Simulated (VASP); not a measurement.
# Nb2SiO3 (I4mm) in VASP: single point with PBE

Aim: the single point of Nb2SiO3 with PBE.

Everything below comes from runs of VASP 6.6.1. Logs are shortened: lines on timing, memory, paths and dates and some standing lists are left out, and cuts for length are marked.

### 1 The cell of the first run

The structure is tetragonal, space group I4mm (No. 107). Conventional cell: a = 4.413 Å, b = 4.413 Å, c = 8.191 Å, α = 90.00°, β = 90.00°, γ = 90.00°. Within 2.6 Å of Nb (site symmetry 2mm) lie 4 O at 1.89 to 2.21 Å and 2 Si at 2.55 Å. Si (site symmetry 4mm) has 5 O at 2.40 to 2.79 Å and 4 Nb at 2.55 Å within 3.2 Å. O (site symmetry 4mm) has 4 Nb at 2.21 Å and 1 Si at 2.79 Å and 4 O at 2.88 Å within 2.9 Å. O (site symmetry 2mm) has 2 Nb at 1.89 to 2.20 Å and 2 Si at 2.40 Å within 2.5 Å.

The cell was built from a structure type or drawn by symmetry, and may not be a known phase.

### 2 Single point, PBE

Contents of INCAR:

```
  PREC = Accurate
  ENCUT = 600
  EDIFF = 1E-6
  ISMEAR = 0
  SIGMA = 0.15
  LREAL = F
  LASPH = T
  NELM = 120
  ALGO = Normal
  ISIF = 2
  LWAVE = F
  LCHARG = F
  GGA = PE
  NBANDS = 33
  GGA_COMPAT = F
```

Contents of KPOINTS:

```
regular mesh
0
Gamma
  4 4 4
```

Contents of POSCAR:

```
Nb2SiO3
1.0
   -2.2065995109      2.2065995109      4.0957048037
    2.2065995109     -2.2065995109      4.0957048037
    2.2065995109      2.2065995109     -4.0957048037
Nb Si O
2 1 3
Direct
    0.4189567527      0.9189567527      0.5000000000
    0.9189567527      0.4189567527      0.5000000000
    0.5740877072      0.5740877072      0.0000000000
    0.9141790571      0.9141790571      0.0000000000
    0.6877686652      0.1877686652      0.5000000000
    0.1877686652      0.6877686652      0.5000000000
```

Potentials or basis: VASP PAW PBE potentials, release 64 (Nb_sv, Si, O).

Started as:

```
$ cat potpaw_PBE.64/Nb_sv/POTCAR potpaw_PBE.64/Si/POTCAR potpaw_PBE.64/O/POTCAR > POTCAR
$ mpirun -np 1 vasp_std > vasp.out
```

OUTCAR:

```text
PREC = Accurate
   ENCUT = 600
   EDIFF = 1E-6
   ISMEAR = 0
   LREAL = F
   LASPH = T
   NELM = 120
   ISIF = 2
   GGA = PE

 ion  position               nearest neighbor table
   1  0.419  0.919  0.500-   6 1.89   5 2.20   4 2.21   4 2.21   3 2.55   3 2.55
   2  0.919  0.419  0.500-   5 1.89   6 2.20   4 2.21   4 2.21   3 2.55   3 2.55
   3  0.574  0.574  0.000-   6 2.40   5 2.40   5 2.40   6 2.40   1 2.55   2 2.55   1 2.55   2 2.55

   4  0.914  0.914  0.000-   1 2.21   2 2.21   1 2.21   2 2.21
   5  0.688  0.188  0.500-   2 1.89   1 2.20   3 2.40   3 2.40
   6  0.188  0.688  0.500-   1 1.89   2 2.20   3 2.40   3 2.40

  LATTYP: Found a body centered tetragonal cell.
 ALAT       =     4.4131990218
 C/A-ratio  =     1.8561160661

  Lattice vectors:

 A1 = (  -2.2065995109,   2.2065995109,   4.0957048037)
 A2 = (   2.2065995109,  -2.2065995109,   4.0957048037)
 A3 = (   2.2065995109,   2.2065995109,  -4.0957048037)

Analysis of symmetry for initial positions (statically):
=====================================================================
 Subroutine PRICEL returns:
 Original cell was already a primitive cell.

 Routine SETGRP: Setting up the symmetry group for a
 body centered tetragonal supercell.

 Subroutine GETGRP returns: Found  8 space group operations
 (whereof  8 operations were pure point group operations)
 out of a pool of 16 trial point group operations.

The static configuration has the point symmetry C_4v.

Analysis of symmetry for dynamics (positions and initial velocities):
=====================================================================
 Subroutine PRICEL returns:
 Original cell was already a primitive cell.

 Routine SETGRP: Setting up the symmetry group for a
 body centered tetragonal supercell.

 Subroutine GETGRP returns: Found  8 space group operations
 (whereof  8 operations were pure point group operations)
 out of a pool of 16 trial point group operations.

The dynamic configuration has the point symmetry C_4v.

 Subroutine INISYM returns: Found  8 space group operations
 (whereof  8 operations are pure point group operations),
 and found     1 'primitive' translations

----------------------------------------------------------------------------------------

                                     Primitive cell

  volume of cell :      79.7693

  direct lattice vectors                    reciprocal lattice vectors
[... 85 lines left out ...]
   EDIFFG = 0.1E-04   stopping-criterion for IOM
   NSW    =      0    number of steps for IOM
   IBRION =     -1    ionic relax: 0-MD 1-quasi-New 2-CG
   NFREE  =      0    steps in history (QN), initial steepest desc. (CG)
   ISIF   =      2    stress and relaxation
   ISYM   =      2    0-nonsym 1-usesym 2-fastsym
   POTIM  = 0.5000    time-step for ionic-motion
   TEBEG  =    0.0;   TEEND  =   0.0 temperature during run
   PSTRESS=    0.0 pullay stress
   NELECT =      48.0000    total number of electrons
   NUPDOWN=      -1.0000    fix difference up-down
   EMIN   =  10.00;   EMAX   =-10.00  energy-range for DOS
   EFERMI =   0.00;   METHOD = LEGACY
   ISMEAR =     0;   SIGMA  =   0.15  broadening in eV -4-tet -1-fermi 0-gaus
   EFERMI_NEDOS =   21; number of points for ismear=-14 and -15
   IALGO  =     38    algorithm
   IMIX   =      4    mixing-type and parameters
     AMIX     =   0.40;   BMIX     =  1.00
     AMIX_MAG =   1.60;   BMIX_MAG =  1.00
  volume/ion in A,a.u.               =      13.29        89.72
  Fermi-wavevector in a.u.,A,eV,Ry     =   1.382112  2.611814 25.990319  1.910235
  Thomas-Fermi vector in A             =   2.506834
   LORBIT       =      0    0 simple, 1 ext, 2 COOP (PROOUT), +10 PAW based schemes
   GGA     = PE    functional components
   LHFCALC =     F    Hartree Fock is set to
   AEXX    =    0.0000 exact exchange contribution
   IVDW    =     0    specifies the selected vdW correction
   LEPSILON=     F    determine dielectric tensor
   LRPA    =     F    only Hartree local field effects (RPA)
 non-spin polarized calculation
 Gauss-broadening in eV      SIGMA  =   0.15
  energy-cutoff  :      600.00
  volume of cell :       79.77
 maximum number of plane-waves:      2684
 NGX is ok and might be reduce to    42
   NGX = 21   NGY = 21   NGZ = 21

 number of electron      48.0000002 magnetization

 Free energy of the ion-electron system (eV)
  ---------------------------------------------------
  ext. energy  EPLUGINS =         0.00000000
  ---------------------------------------------------
  free energy    TOTEN  =       -49.46420009 eV

  energy without entropy =      -49.42603243  energy(sigma->0) =      -49.44511626

 E-fermi :   8.2681     XC(G=0): -11.2414

 val. band max:        8.2562798432   @ k =   0.2500   0.0000   0.0000
 cond. band min:       8.3162532766   @ k =   0.0000   0.0000   0.0000
 fundamental gap:      0.0599734333
 Fermi energy:         8.2681174878

 k-point     1 :       0.0000    0.0000    0.0000
  band No.  band energies     occupation
      1     -47.6159      2.00000
      2     -47.5357      2.00000
      3     -24.0090      2.00000
      4     -23.9780      2.00000
      5     -23.8271      2.00000
      6     -23.8271      2.00000
[... 457 lines left out ...]
     32      13.0169      0.00000
     33      13.2377      0.00000

------------------------ aborting loop because EDIFF is reached ----------------------------------------

  FORCE on cell =-STRESS in cart. coord.  units (eV):
  Direction    XX          YY          ZZ          XY          YZ          ZX
  --------------------------------------------------------------------------------------
  -------------------------------------------------------------------------------------
  Total       -0.1840029     -0.1840029     -0.2918887      0.0000000     -0.0000000      0.0000000
  in kB       -3.6957240     -3.6957240     -5.8626257      0.0000000     -0.0000000      0.0000000
  external PRESSURE =      -4.4180245 kB  Pullay stress =       0.0000000 kB

 VOLUME and BASIS-vectors are now :
 -----------------------------------------------------------------------------
  energy-cutoff  :      600.00
  volume of cell :       79.77
      direct lattice vectors                 reciprocal lattice vectors
    -2.206599511  2.206599511  4.095704804     0.000000000  0.226592999  0.122079111
     2.206599511 -2.206599511  4.095704804     0.226592999  0.000000000  0.122079111
     2.206599511  2.206599511 -4.095704804     0.226592999  0.226592999  0.000000000

 POSITION                                       TOTAL-FORCE (eV/Angst)
 -----------------------------------------------------------------------------------
      2.20660     -0.00000      3.43185        -0.000000     -0.000000     -0.002008
     -0.00000      2.20660      3.43185        -0.000000     -0.000000     -0.002008
      0.00000      0.00000      4.70259         0.000000      0.000000     -0.010713
      0.00000      0.00000      7.48842        -0.000000     -0.000000     -0.005581
      0.00000      2.20660      1.53809        -0.000000     -0.000000      0.010155
      2.20660      0.00000      1.53809         0.000000      0.000000      0.010155
 -----------------------------------------------------------------------------------
    total drift:                                0.000000      0.000000     -0.000344

  FREE ENERGIE OF THE ION-ELECTRON SYSTEM (eV)
  ---------------------------------------------------
  free  energy   TOTEN  =       -49.4642000916 eV

  energy  without entropy=      -49.4260324304  energy(sigma->0) =      -49.44511626
```

Run time: 1.9 min. Hardware: 1 thread of Intel Xeon 8259CL, shared host; peak memory 0.27 GiB.

What came out:

| Item | Value |
| --- | --- |
| Free energy | -49.4642 eV |
| Pressure | -0.4 GPa |
| Largest force | 0.011 eV/Å |
| Band gap on the k mesh | zero (bands 24 and 25 overlap by 1.55 eV) |

Forces on the atoms (eV/Å):
```
Nb   0.000  0.000 -0.002
Nb   0.000  0.000 -0.002
Si   0.000  0.000 -0.011
O    0.000  0.000 -0.006
O    0.000  0.000  0.010
O    0.000  0.000  0.010
```

Levels at points of the mesh, in eV from the Fermi level:
```tsv
k point	band 20	band 21	band 22	band 23	band 24	band 25	band 26	band 27	band 28	band 29
(0.00, 0.00, 0.00)	-3.59	-3.59	-2.79	-1.07	0.05	0.05	1.37	1.37	1.60	2.04
(0.50, 0.00, 0.00)	-4.53	-3.41	-1.66	-1.57	0.07	0.46	0.60	0.90	1.21	2.28
(0.50, 0.50, 0.00)	-3.33	-3.06	-2.57	-2.44	0.26	1.11	1.80	2.49	2.80	2.88
(0.50, 0.50, 0.50)	-4.12	-4.00	-2.66	-1.99	-1.99	-1.12	1.60	2.51	2.51	2.57
```

Caveat: the k points lie up to 0.40 Å⁻¹ apart, too coarse for converged energies and pressures of a metal.
